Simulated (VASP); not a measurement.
# C (Fd-3m) in VASP: a series of runs

C is run at these levels: revPBE; tasks: single point.

Everything below comes from runs of VASP 6.6.1. Logs are shortened: lines on timing, memory, paths and dates and some standing lists are left out, and cuts for length are marked.

## (1) The cell of the first run

The structure is cubic, space group Fd-3m (No. 227). Conventional cell: a = 3.584 Å, b = 3.584 Å, c = 3.584 Å, α = 90.00°, β = 90.00°, γ = 90.00°. C (site symmetry -43m) has 4 C at 1.55 Å within 2.1 Å.

## (2) Single point, revPBE

INCAR

```
ALGO = Normal
EDIFF = 1E-6
ENCUT = 520
GGA = RE
ISIF = 2
ISMEAR = -1
LASPH = True
LCHARG = False
LREAL = False
LWAVE = False
NBANDS = 11
NELM = 60
PREC = Accurate
SIGMA = 0.05
```

KPOINTS

```
k-points
0
Gamma
  8 8 8
```

POSCAR

```
C
1.0
    0.0000000000      1.7922190196      1.7922190196
    1.7922190196      0.0000000000      1.7922190196
    1.7922190196      1.7922190196      0.0000000000
C
2
Direct
    0.5000000000      0.5000000000      0.5000000000
    0.7500000000      0.7500000000      0.7500000000
```

Potentials or basis: VASP PAW PBE potentials, release 64 (C).

The run is started by

```sh
$ cat potpaw_PBE.64/C/POTCAR > POTCAR
$ mpirun -np 1 vasp_std > vasp.out
```

OUTCAR:

```text
EDIFF = 1E-6
   ENCUT = 520
   GGA = RE
   ISIF = 2
   ISMEAR = -1
   LASPH = True
   LREAL = False
   NELM = 60
   PREC = Accurate

 ion  position               nearest neighbor table
   1  0.500  0.500  0.500-   2 1.55   2 1.55   2 1.55   2 1.55
   2  0.750  0.750  0.750-   1 1.55   1 1.55   1 1.55   1 1.55

  LATTYP: Found a face centered cubic cell.
 ALAT       =     3.5844380392

  Lattice vectors:

 A1 = (   0.0000000000,   1.7922190196,   1.7922190196)
 A2 = (   1.7922190196,   0.0000000000,   1.7922190196)
 A3 = (   1.7922190196,   1.7922190196,   0.0000000000)

Analysis of symmetry for initial positions (statically):
=====================================================================
 Subroutine PRICEL returns:
 Original cell was already a primitive cell.

 Routine SETGRP: Setting up the symmetry group for a
 face centered cubic supercell.

 Subroutine GETGRP returns: Found 48 space group operations
 (whereof 24 operations were pure point group operations)
 out of a pool of 48 trial point group operations.

The static configuration has the point symmetry T_d .
 The point group associated with its full space group is O_h .

Analysis of symmetry for dynamics (positions and initial velocities):
=====================================================================
 Subroutine PRICEL returns:
 Original cell was already a primitive cell.

 Routine SETGRP: Setting up the symmetry group for a
 face centered cubic supercell.

 Subroutine GETGRP returns: Found 48 space group operations
 (whereof 24 operations were pure point group operations)
 out of a pool of 48 trial point group operations.

The dynamic configuration has the point symmetry T_d .
 The point group associated with its full space group is O_h .

 Subroutine INISYM returns: Found 48 space group operations
 (whereof 24 operations are pure point group operations),
 and found     1 'primitive' translations

----------------------------------------------------------------------------------------

                                     Primitive cell

  volume of cell :      11.5134

  direct lattice vectors                    reciprocal lattice vectors
     0.000000000  1.792219020  1.792219020    -0.278983760  0.278983760  0.278983760
     1.792219020  0.000000000  1.792219020     0.278983760 -0.278983760  0.278983760
     1.792219020  1.792219020  0.000000000     0.278983760  0.278983760 -0.278983760

  length of vectors
     2.534580444  2.534580444  2.534580444     0.483214046  0.483214046  0.483214046

  position of ions in fractional coordinates (direct lattice)
     0.500000000  0.500000000  0.500000000
     0.750000000  0.750000000  0.750000000

  ion indices of the primitive-cell ions
   primitive index   ion index
                 1           1
                 2           2

----------------------------------------------------------------------------------------

 KPOINTS: k-points

Automatic generation of k-mesh.
 Grid dimensions read from file:
 generate k-points for:    8    8    8

 Generating k-lattice:

  Cartesian coordinates                     Fractional coordinates (reciprocal lattice)
    -0.034872970  0.034872970  0.034872970     0.125000000  0.000000000  0.000000000
     0.034872970 -0.034872970  0.034872970     0.000000000  0.125000000  0.000000000
     0.034872970  0.034872970 -0.034872970     0.000000000  0.000000000  0.125000000

  Length of vectors
     0.060401756  0.060401756  0.060401756

  Shift w.r.t. Gamma in fractional coordinates (k-lattice)
     0.000000000  0.000000000  0.000000000

 Subroutine IBZKPT returns following result:
 ===========================================

 Found     29 irreducible k-points:

 Following reciprocal coordinates:
            Coordinates               Weight
  0.000000  0.000000  0.000000      1.000000
  0.125000  0.000000  0.000000      8.000000
  0.250000  0.000000  0.000000      8.000000
  0.375000  0.000000  0.000000      8.000000
  0.500000  0.000000  0.000000      4.000000
  0.125000  0.125000  0.000000      6.000000
[... 16 lines left out ...]
  0.500000  0.250000  0.125000     48.000000
 -0.375000  0.250000  0.125000     24.000000
 [... further k-points ...]
   k-points           NKPTS =     29   k-points in BZ     NKDIM =     29   number of bands    NBANDS=     11
   number of dos      NEDOS =    301   number of ions     NIONS =      2
   total plane-waves  NPLWV =   8000
   dimension x,y,z NGX =    20 NGY =   20 NGZ =   20
   dimension x,y,z NGXF=    40 NGYF=   40 NGZF=   40
   ions per type =               2
   NGX,Y,Z   is equivalent  to a cutoff of  13.12, 13.12, 13.12 a.u.
   NGXF,Y,Z  is equivalent  to a cutoff of  26.24, 26.24, 26.24 a.u.
 SYSTEM =  unknown system
   PREC   = accura    normal or accurate (medium, high low for compatibility)
   ISTART =      0    job   : 0-new  1-cont  2-samecut
   ICHARG =      2    charge: 1-file 2-atom 10-const
   ISPIN  =      1    spin polarized calculation?
   LNONCOLLINEAR =      F non collinear calculations
   LSORBIT =      F    spin-orbit coupling
   LASPH  =      T    aspherical Exc in radial PAW
   ENCUT  =  520.0 eV  38.22 Ry    6.18 a.u.   4.71  4.71  4.71*2*pi/ulx,y,z
   NELM   =     60;   NELMIN=  2; NELMDL= -5     # of ELM steps
   EDIFF  = 0.1E-05   stopping-criterion for ELM
   LREAL  =      F    real-space projection
   EDIFFG = 0.1E-04   stopping-criterion for IOM
   NSW    =      0    number of steps for IOM
   IBRION =     -1    ionic relax: 0-MD 1-quasi-New 2-CG
   NFREE  =      0    steps in history (QN), initial steepest desc. (CG)
   ISIF   =      2    stress and relaxation
   ISYM   =      2    0-nonsym 1-usesym 2-fastsym
   POTIM  = 0.5000    time-step for ionic-motion
   TEBEG  =    0.0;   TEEND  =   0.0 temperature during run
   PSTRESS=    0.0 pullay stress
   NELECT =       8.0000    total number of electrons
   NUPDOWN=      -1.0000    fix difference up-down
   EMIN   =  10.00;   EMAX   =-10.00  energy-range for DOS
   EFERMI =   0.00;   METHOD = LEGACY
   ISMEAR =    -1;   SIGMA  =   0.05  broadening in eV -4-tet -1-fermi 0-gaus
   EFERMI_NEDOS =   21; number of points for ismear=-14 and -15
   IALGO  =     38    algorithm
   IMIX   =      4    mixing-type and parameters
     AMIX     =   0.40;   BMIX     =  1.00
     AMIX_MAG =   1.60;   BMIX_MAG =  1.00
  volume/ion in A,a.u.               =       5.76        38.85
  Fermi-wavevector in a.u.,A,eV,Ry     =   1.450008  2.740118 28.606567  2.102523
  Thomas-Fermi vector in A             =   2.567669
   LORBIT       =      0    0 simple, 1 ext, 2 COOP (PROOUT), +10 PAW based schemes
   GGA     = RE    functional components
   LHFCALC =     F    Hartree Fock is set to
   AEXX    =    0.0000 exact exchange contribution
   IVDW    =     0    specifies the selected vdW correction
   LEPSILON=     F    determine dielectric tensor
   LRPA    =     F    only Hartree local field effects (RPA)
 non-spin polarized calculation
  energy-cutoff  :      520.00
  volume of cell :       11.51
 maximum number of plane-waves:       331
   NGX =  9   NGY =  9   NGZ =  9

 number of electron       8.0000000 magnetization

 Free energy of the ion-electron system (eV)
  ---------------------------------------------------
  ext. energy  EPLUGINS =         0.00000000
  ---------------------------------------------------
  free energy    TOTEN  =       -17.37936274 eV

  energy without entropy =      -17.37936274  energy(sigma->0) =      -17.37936274

 E-fermi :  10.5782     XC(G=0): -13.1157

 val. band max:        9.6095318756   @ k =   0.0000   0.0000   0.0000
 cond. band min:      13.7023001639   @ k =   0.3750   0.3750   0.0000
 fundamental gap:      4.0927682883
 Fermi energy:        10.5782138887

 k-point     1 :       0.0000    0.0000    0.0000
  band No.  band energies     occupation
      1     -11.7309      2.00000
      2       9.6095      2.00000
      3       9.6095      2.00000
      4       9.6095      2.00000
      5      15.1610      0.00000
      6      15.1610      0.00000
      7      15.1610      0.00000
      8      22.5570      0.00000
      9      28.7948      0.00000
     10      35.9027      0.00000
     11      35.9027      0.00000

 k-point     2 :       0.1250    0.0000    0.0000
  band No.  band energies     occupation
      1     -11.3028      2.00000
      2       7.2089      2.00000
      3       8.9653      2.00000
      4       8.9653      2.00000
      5      16.0094      0.00000
      6      16.0094      0.00000
      7      16.4126      0.00000
      8      22.9698      0.00000
      9      29.4502      0.00000
     10      32.9311      0.00000
     11      32.9311      0.00000

 k-point     3 :       0.2500    0.0000    0.0000
  band No.  band energies     occupation
      1     -10.0323      2.00000
      2       3.0617      2.00000
      3       7.8840      2.00000
      4       7.8840      2.00000
      5      17.3391      0.00000
      6      17.3391      0.00000
      7      17.6006      0.00000
      8      24.0285      0.00000
      9      30.2163      0.00000
     10      31.8628      0.00000
     11      31.8628      0.00000
[... 267 lines left out ...]
 k-point    23 :       0.5000    0.2500    0.1250
  band No.  band energies     occupation
      1      -6.9174      2.00000
      2      -0.1740      2.00000
      3       3.3826      2.00000
      4       5.5748      2.00000
      5      17.5171      0.00000
      6      19.1526      0.00000
      7      21.8257      0.00000
      8      22.8430      0.00000
      9      29.7101      0.00000
     10      31.7417      0.00000
     11      35.5972      0.00000

 k-point    24 :      -0.3750    0.2500    0.1250
  band No.  band energies     occupation
      1      -5.0462      2.00000
      2      -2.6364      2.00000
      3       3.3398      2.00000
      4       4.9817      2.00000
      5      17.8794      0.00000
      6      18.9218      0.00000
      7      22.4791      0.00000
      8      24.3458      0.00000
      9      27.8696      0.00000
     10      33.3521      0.00000
     11      35.7704      0.00000

 [... further k-points ...]

------------------------ aborting loop because EDIFF is reached ----------------------------------------

  FORCE on cell =-STRESS in cart. coord.  units (eV):
  Direction    XX          YY          ZZ          XY          YZ          ZX
  --------------------------------------------------------------------------------------
  -------------------------------------------------------------------------------------
  Total        0.0370933      0.0370933      0.0370933     -0.0000000     -0.0000000     -0.0000000
  in kB        5.1618225      5.1618225      5.1618225     -0.0000000     -0.0000000     -0.0000000
  external PRESSURE =       5.1618225 kB  Pullay stress =       0.0000000 kB

 VOLUME and BASIS-vectors are now :
 -----------------------------------------------------------------------------
  energy-cutoff  :      520.00
  volume of cell :       11.51
      direct lattice vectors                 reciprocal lattice vectors
     0.000000000  1.792219020  1.792219020    -0.278983760  0.278983760  0.278983760
     1.792219020  0.000000000  1.792219020     0.278983760 -0.278983760  0.278983760
     1.792219020  1.792219020  0.000000000     0.278983760  0.278983760 -0.278983760

 POSITION                                       TOTAL-FORCE (eV/Angst)
 -----------------------------------------------------------------------------------
      1.79222      1.79222      1.79222        -0.000000     -0.000000     -0.000000
      2.68833      2.68833      2.68833         0.000000      0.000000      0.000000
 -----------------------------------------------------------------------------------
    total drift:                                0.000000     -0.000000      0.000000

  FREE ENERGIE OF THE ION-ELECTRON SYSTEM (eV)
  ---------------------------------------------------
  free  energy   TOTEN  =       -17.3793627385 eV

  energy  without entropy=      -17.3793627385  energy(sigma->0) =      -17.37936274
```

Wall time 3.6 s (1 thread of Intel Xeon 6455B, shared host); peak memory 0.11 GiB.

What came out:

| Item | Value |
| --- | --- |
| Free energy | -17.3794 eV |
| Pressure | 0.5 GPa |
| Band gap on the k mesh | 4.09 eV, indirect (least direct gap 5.55 eV) |

Caveat: the PAW data sets were made with another functional, which shifts forces and pressure a little.

(Continued in part 2 of 2.)
